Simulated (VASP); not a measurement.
# SiC (P6_3mc) in VASP: further runs, part 2 of 2

VASP 6.6.1. The steps go on from the part before.

## Step 3: Single point, PBE (11.55 Å³/atom)

This run uses another cell than the first one, of 11.55 Å³/atom.

Contents of INCAR:

```
PREC = Accurate ; ENCUT = 520
EDIFF = 1E-6 ; ISMEAR = 0
SIGMA = 0.02 ; LREAL = Auto
LASPH = T ; NELM = 80
ALGO = Normal ; ISIF = 2
LWAVE = F ; LCHARG = F
GGA = PE ; NBANDS = 46
```

Contents of KPOINTS:

```
Automatic mesh
0
Gamma
  12 12 2
```

Contents of POSCAR:

```
SiC
1.0
    3.1949962411      0.0000000000      0.0000000000
   -1.5974981205      2.7669479098      0.0000000000
    0.0000000000      0.0000000000     20.8980104871
Si C
8 8
Direct
    0.3333333333      0.6666666667      0.2500754118
    0.6666666667      0.3333333333      0.7500754118
    0.3333333333      0.6666666667      0.6249969954
    0.6666666667      0.3333333333      0.1249969954
    0.0000000000      0.0000000000      0.0000956449
    0.0000000000      0.0000000000      0.5000956449
    0.3333333333      0.6666666667      0.8752005776
    0.6666666667      0.3333333333      0.3752005776
    0.3333333333      0.6666666667      0.9689275203
    0.6666666667      0.3333333333      0.4689275203
    0.0000000000      0.0000000000      0.0938578480
    0.0000000000      0.0000000000      0.5938578480
    0.3333333333      0.6666666667      0.3441277616
    0.6666666667      0.3333333333      0.8441277616
    0.3333333333      0.6666666667      0.7187182404
    0.6666666667      0.3333333333      0.2187182404
```

Potentials or basis: VASP PAW PBE potentials, release 64 (Si, C).

Command:

```
$ cat potpaw_PBE.64/Si/POTCAR potpaw_PBE.64/C/POTCAR > POTCAR
$ mpirun -np 1 vasp_std > vasp.out
```

OUTCAR:

```text
PREC = Accurate
   ENCUT = 520
   EDIFF = 1E-6
   ISMEAR = 0
   LREAL = Auto
   LASPH = T
   NELM = 80
   ISIF = 2
   GGA = PE

 ion  position               nearest neighbor table
   1  0.333  0.667  0.250-  16 1.96  16 1.96  16 1.96  13 1.97
   2  0.667  0.333  0.750-  15 1.96  15 1.96  15 1.96  14 1.97
   3  0.333  0.667  0.625-  12 1.96  12 1.96  12 1.96  15 1.96
   4  0.667  0.333  0.125-  11 1.96  11 1.96  11 1.96  16 1.96
   5  0.000  0.000  0.000-   9 1.96   9 1.96   9 1.96  11 1.96
   6  0.000  0.000  0.500-  10 1.96  10 1.96  10 1.96  12 1.96
[... 8 lines left out ...]
  15  0.333  0.667  0.719-   2 1.96   2 1.96   2 1.96   3 1.96
  16  0.667  0.333  0.219-   1 1.96   1 1.96   1 1.96   4 1.96

  LATTYP: Found a hexagonal cell.
 ALAT       =     3.1949962411
 C/A-ratio  =     6.5408560481

  Lattice vectors:

 A1 = (   3.1949962411,   0.0000000000,   0.0000000000)
 A2 = (  -1.5974981205,   2.7669479098,   0.0000000000)
 A3 = (   0.0000000000,   0.0000000000,  20.8980104871)

Analysis of symmetry for initial positions (statically):
=====================================================================
 Subroutine PRICEL returns:
 Original cell was already a primitive cell.

 Routine SETGRP: Setting up the symmetry group for a
 hexagonal supercell.

 Subroutine GETGRP returns: Found 12 space group operations
 (whereof  6 operations were pure point group operations)
 out of a pool of 24 trial point group operations.

The static configuration has the point symmetry C_3v.
 The point group associated with its full space group is C_6v.

Analysis of symmetry for dynamics (positions and initial velocities):
=====================================================================
 Subroutine PRICEL returns:
 Original cell was already a primitive cell.

 Routine SETGRP: Setting up the symmetry group for a
 hexagonal supercell.

 Subroutine GETGRP returns: Found 12 space group operations
 (whereof  6 operations were pure point group operations)
 out of a pool of 24 trial point group operations.

[... 154 lines left out ...]
   GGA     = PE    functional components
   LHFCALC =     F    Hartree Fock is set to
   AEXX    =    0.0000 exact exchange contribution
   IVDW    =     0    specifies the selected vdW correction
   LEPSILON=     F    determine dielectric tensor
   LRPA    =     F    only Hartree local field effects (RPA)
 non-spin polarized calculation
 Gauss-broadening in eV      SIGMA  =   0.02
  energy-cutoff  :      520.00
  volume of cell :      184.75
 maximum number of plane-waves:      5034
 NGX is ok and might be reduce to    24
   NGX = 11   NGY = 11   NGZ = 77

 number of electron      64.0000001 magnetization

 Free energy of the ion-electron system (eV)
  ---------------------------------------------------
  ext. energy  EPLUGINS =         0.00000000
  ---------------------------------------------------
  free energy    TOTEN  =      -119.55352431 eV

  energy without entropy =     -119.55352431  energy(sigma->0) =     -119.55352431

 E-fermi :   7.0609     XC(G=0): -10.8815

 val. band max:        6.9528539366   @ k =   0.0000   0.0000   0.0000
 cond. band min:       8.7608827757   @ k =   0.5000   0.0000   0.0000
 fundamental gap:      1.8080288391
 Fermi energy:         7.0609172429

 k-point     1 :       0.0000    0.0000    0.0000
  band No.  band energies     occupation
      1      -7.6522      2.00000
      2      -7.3888      2.00000
      3      -7.3579      2.00000
      4      -6.5700      2.00000
      5      -6.5536      2.00000
      6      -5.3607      2.00000
[... 1117 lines left out ...]
     43      13.1079      0.00000
     44      13.1079      0.00000

 [... further k-points ...]

 [bands above 44 left out]

------------------------ aborting loop because EDIFF is reached ----------------------------------------

  FORCE on cell =-STRESS in cart. coord.  units (eV):
  Direction    XX          YY          ZZ          XY          YZ          ZX
  --------------------------------------------------------------------------------------
  -------------------------------------------------------------------------------------
  Total      -19.4715864    -19.4715864    -19.3537096     -0.0000000      0.0000000      0.0000000
  in kB     -168.8634437   -168.8634438   -167.8411801     -0.0000000      0.0000000      0.0000000
  external PRESSURE =    -168.5226892 kB  Pullay stress =       0.0000000 kB

 VOLUME and BASIS-vectors are now :
 -----------------------------------------------------------------------------
  energy-cutoff  :      520.00
  volume of cell :      184.75
      direct lattice vectors                 reciprocal lattice vectors
     3.194996241  0.000000000  0.000000000     0.312989414  0.180704522  0.000000000
    -1.597498121  2.766947910  0.000000000     0.000000000  0.361409044  0.000000000
     0.000000000  0.000000000 20.898010487     0.000000000  0.000000000  0.047851445

 POSITION                                       TOTAL-FORCE (eV/Angst)
 -----------------------------------------------------------------------------------
     -0.00000      1.84463      5.22608         0.000000     -0.000000     -0.004650
      1.59750      0.92232     15.67508         0.000000     -0.000000     -0.004650
     -0.00000      1.84463     13.06119        -0.000000     -0.000000      0.002462
      1.59750      0.92232      2.61219         0.000000      0.000000      0.002462
      0.00000      0.00000      0.00200         0.000000      0.000000      0.002530
      0.00000      0.00000     10.45100        -0.000000     -0.000000      0.002530
[... 8 lines left out ...]
     -0.00000      1.84463     15.01978         0.000000     -0.000000     -0.000020
      1.59750      0.92232      4.57078        -0.000000     -0.000000     -0.000020
 -----------------------------------------------------------------------------------
    total drift:                                0.000000      0.000001     -0.015767

  FREE ENERGIE OF THE ION-ELECTRON SYSTEM (eV)
  ---------------------------------------------------
  free  energy   TOTEN  =      -119.5535243078 eV

  energy  without entropy=     -119.5535243078  energy(sigma->0) =     -119.55352431
```

OSZICAR:

```text
N       E                     dE             d eps       ncg     rms          rms(c)
DAV:   1     0.175145802156E+03    0.17515E+03   -0.28405E+04  3496   0.123E+03
DAV:   2    -0.113323532988E+03   -0.28847E+03   -0.27131E+03  4496   0.213E+02
DAV:   3    -0.131739222471E+03   -0.18416E+02   -0.18262E+02  4468   0.514E+01
DAV:   4    -0.132114675698E+03   -0.37545E+00   -0.37432E+00  4448   0.815E+00
DAV:   5    -0.132124383782E+03   -0.97081E-02   -0.96986E-02  4410   0.127E+00    0.220E+01
DAV:   6    -0.119711710973E+03    0.12413E+02   -0.42141E+01  4308   0.204E+01    0.952E+00
DAV:   7    -0.119609504806E+03    0.10221E+00   -0.32432E+00  4696   0.606E+00    0.439E+00
DAV:   8    -0.119556818548E+03    0.52686E-01   -0.20205E-01  4186   0.167E+00    0.143E+00
DAV:   9    -0.119552153993E+03    0.46646E-02   -0.33073E-02  4352   0.753E-01    0.222E-01
DAV:  10    -0.119553295026E+03   -0.11410E-02   -0.39101E-03  4436   0.226E-01    0.115E-01
DAV:  11    -0.119553516969E+03   -0.22194E-03   -0.69940E-04  4088   0.116E-01    0.249E-02
DAV:  12    -0.119553520964E+03   -0.39957E-05   -0.26086E-05  4394   0.223E-02    0.999E-03
DAV:  13    -0.119553523457E+03   -0.24926E-05   -0.20056E-06  3032   0.623E-03    0.177E-03
DAV:  14    -0.119553524308E+03   -0.85086E-06   -0.38559E-07  2488   0.255E-03
   1 F= -.11955352E+03 E0= -.11955352E+03  d E =-.164118E-16
```

Run time: 5.4 min. Hardware: 1 thread of Intel Xeon Platinum 8259CL at 2.50GHz (Skylake/Cascade Lake), shared host; peak memory 0.39 GiB.

What came out:

| Property | Result |
| --- | --- |
| Free energy | -119.5535 eV |
| Pressure | -16.9 GPa |
| Largest force | 0.005 eV/Å |
| Band gap on the k mesh | 1.81 eV (least direct gap 2.87 eV) |

Forces on the atoms (eV/Å):
```
Si   0.000  0.000 -0.005
Si   0.000  0.000 -0.005
Si   0.000  0.000  0.002
Si   0.000  0.000  0.002
Si   0.000  0.000  0.003
Si   0.000  0.000  0.003
Si   0.000  0.000  0.003
Si   0.000  0.000  0.003
C    0.000  0.000 -0.004
C    0.000  0.000 -0.004
C    0.000  0.000 -0.003
C    0.000  0.000 -0.003
C    0.000  0.000  0.004
C    0.000  0.000  0.004
C    0.000  0.000  0.000
C    0.000  0.000  0.000
```

Caveat: the cell stands under tension.
